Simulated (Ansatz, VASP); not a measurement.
One calculation of P, two programs

The input INCAR:

```
SYSTEM = P
PREC = Accurate
ENCUT = 500
EDIFF = 1E-6
ISMEAR = 0
SIGMA = 0.15
LREAL = .False.
LASPH = .True.
NELM = 120
ALGO = Normal
ISIF = 2
LWAVE = .False.
LCHARG = .False.
GGA = PS
NBANDS = 8
GGA_COMPAT = .False.
```

Contents of KPOINTS:

```
regular mesh
0
Gamma
  12 12 12
  0 0 0
```

File POSCAR:

```
P
1.0
    4.2088112845      0.0000000000      0.0000000000
    0.0000000000      4.2088112845      0.0000000000
    0.0000000000      0.0000000000      4.4436700000
P
1
Direct
    0.0000000000      0.0000000000      0.0000000000
```

Input for Ansatz:

```yaml
crystal:
  lattice:
    - [4.2088112845, 0.0, 0.0]
    - [0.0, 4.2088112845, 0.0]
    - [0.0, 0.0, 4.44367]
  atoms:
    - { symbol: P, position: [0.0, 0.0, 0.0] }
basis:
  ecutwfc: 420
kpoints:
  mp_grid: { grid: [12, 12, 12] }
hamiltonian:
  xc: pbesol
scf:
  occupations: { method: gaussian, width: 0.15 }
output:
  forces: true
  stress: true
  eigenvalues: true
  write_density: true
  write_potential: true
  elf: true
  volumetric_format: npy
```

Change from the starting cell: strain -0.015 along x and y, +0.015 along z, atoms carried along.

Alike in both runs: task single point; functional PBEsol; k mesh 12 × 12 × 12; occupations gaussian, width 0.15 eV; no spin polarisation.

|  | VASP | Ansatz |
| --- | --- | --- |
| version | VASP 6.6.1 | Ansatz 0.2.0 |
| potentials or method | VASP PAW PBE potentials, release 64 (P), cutoff 500 eV | scalar-relativistic, plane waves, PAW |
| valence electrons in the cell | 5 | 5 |

|  | VASP | Ansatz | Ansatz less VASP |
| --- | --- | --- | --- |
| gap on the k mesh at the Fermi level (eV) | none | none | - |
| pressure (GPa) | -4.0 | -4.0 | +0.01 |
| traceless stress, the component that is largest in VASP (GPa) | 0.64 | 0.64 | 0.000 |

VASP's potentials were made for PBE, not for PBEsol. A gap of «none» marks a metal or a gap that the smearing closes. With one functional, cell and mesh, what is left measures potentials, basis and numerics.
